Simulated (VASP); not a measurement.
Set up this calculation in VASP 6.6.1, as the native input.

| Item | Value |
| --- | --- |
| Task | single point |
| Functional | PBE |
| Potentials or basis | VASP PAW PBE potentials, release 64 (Ti_sv, Cr_pv, C, N) |
| Cutoff | 520 eV |
| k mesh | 4 × 4 × 4 |
| Occupations | gaussian, width 0.1 eV |
| Spin | collinear spin, ferromagnetic start |
| Starting moments | [1.0, 3.0, 0.0, 0.0, 0.0, 0.0, 0.0, 0.0, 0.0, 0.0] μB |
| Dipole correction | no |
| Further INCAR settings | ALGO = Normal; EDIFF = 1e-07; NBANDS = 45 |

The structure of TiCrC4N4 lies in POSCAR:

```
TiCrC4N4
1.0
    5.9328513700      0.0000000000      0.0000000000
    0.0000000000      5.9328513700      0.0000000000
    0.0000000000      0.0000000000      5.9328513700
Ti Cr C N
1 1 4 4
Direct
    0.0000000000      0.0000000000      0.0000000000
    0.5000000000      0.5000000000      0.5000000000
    0.1885947800      0.1885947800      0.1885947800
    0.1885947800      0.8114052200      0.8114052200
    0.8114052200      0.1885947800      0.8114052200
    0.8114052200      0.8114052200      0.1885947800
    0.3024523200      0.3024523200      0.3024523200
    0.3024523200      0.6975476800      0.6975476800
    0.6975476800      0.3024523200      0.6975476800
    0.6975476800      0.6975476800      0.3024523200
```

One way to write it, as run:

INCAR

```
SYSTEM = TiCrC4N4
  PREC = Accurate
  ENCUT = 520
  EDIFF = 1E-7
  ISMEAR = 0
  SIGMA = 0.1
  LREAL = .False.
  LASPH = .True.
  NELM = 150
  ALGO = Normal
  ISIF = 2
  LWAVE = .False.
  LCHARG = .False.
  ISPIN = 2
  MAGMOM = 1 3 0 0 0 0 0 0 0 0
  LORBIT = 11
  LMAXMIX = 4
  GGA = PE
  NBANDS = 45
```

KPOINTS

```
Automatic mesh
0
Gamma
  4 4 4
  0 0 0
```

Potentials or basis: VASP PAW PBE potentials, release 64 (Ti_sv, Cr_pv, C, N).

The run is started by

```bash
$ cat potpaw_PBE.64/Ti_sv/POTCAR potpaw_PBE.64/Cr_pv/POTCAR potpaw_PBE.64/C/POTCAR potpaw_PBE.64/N/POTCAR > POTCAR
$ mpirun -np 1 vasp_std > vasp.out
```

Results of the run:

```json
{
  "Pressure": "2.6 GPa",
  "Largest force": "4.154 eV/Å",
  "Net moment": "0.23 μB per cell",
  "Site moments": "Ti +0.18; Cr -0.10; C -0.00; N +0.01 μB",
  "Valence electrons inside the program's atomic spheres": "Ti 10.62; Cr 10.54; C 2.66; N 3.87"
}
```

Caveat: forces of over 1 eV/Å act on the atoms, so gaps and moduli don't describe the material at rest.

Wall time 17 min on 1 thread of AMD EPYC 7R13, with other jobs on the host, peak memory 0.47 GiB.
